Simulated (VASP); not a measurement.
Here is a VASP 6.6.1 calculation.

Contents of INCAR:

```
SYSTEM = MgS
ALGO     = Normal         ! electronic algorithm
EDIFF    = 1E-6           ! SCF threshold, eV
EDIFFG   = -0.002         ! ionic threshold
ENCUT    = 520            ! plane-wave cutoff, eV
GGA      = CA             ! functional
IBRION   = 2              ! ionic algorithm
ISIF     = 2              ! what is computed and relaxed
ISMEAR   = 0              ! smearing method
LASPH    = .TRUE.         ! aspherical terms in the spheres
LCHARG   = .FALSE.        ! write CHGCAR
LREAL    = .FALSE.        ! projectors in reciprocal space
LWAVE    = .FALSE.        ! write WAVECAR
NELM     = 80             ! most SCF steps
NSW      = 50             ! ionic steps
PREC     = Accurate       ! precision mode
SIGMA    = 0.01           ! smearing width, eV
```

KPOINTS

```
k-points
0
G
  8 8 8
  0 0 0
```

Contents of POSCAR:

```
MgS
1.0
   -0.0128209123      2.5577719957      2.5577719957
    2.5577719957     -0.0128209123      2.5577719957
    2.5577719957      2.5577719957     -0.0128209123
Mg S
1 1
Direct
    0.0000000000      0.0000000000      0.0000000000
    0.5000000000      0.5000000000      0.5000000000
```

Potentials or basis: VASP PAW LDA potentials, release 64 (Mg, S).

The run is started by

```bash
$ cat potpaw_LDA.64/Mg/POTCAR potpaw_LDA.64/S/POTCAR > POTCAR
$ mpirun -np 1 vasp_std > vasp.out
```

Q: Estimate the band gap on the k mesh.

A: 2.60 eV (least direct gap 3.79 eV).

Final structure:
```
Mg S
1.0
    -0.01282    2.55777    2.55777
     2.55777   -0.01282    2.55777
     2.55777    2.55777   -0.01282
Mg S
1 1
Cartesian
  0.0000 0.0000 0.0000
  2.5514 2.5514 2.5514
```

Caveat: the cell differs from its parent crystal (equal xy, yz and zx engineering shears of -0.5 %); the relaxation stopped at its first step, so nothing moved. A k mesh can miss the band edges.
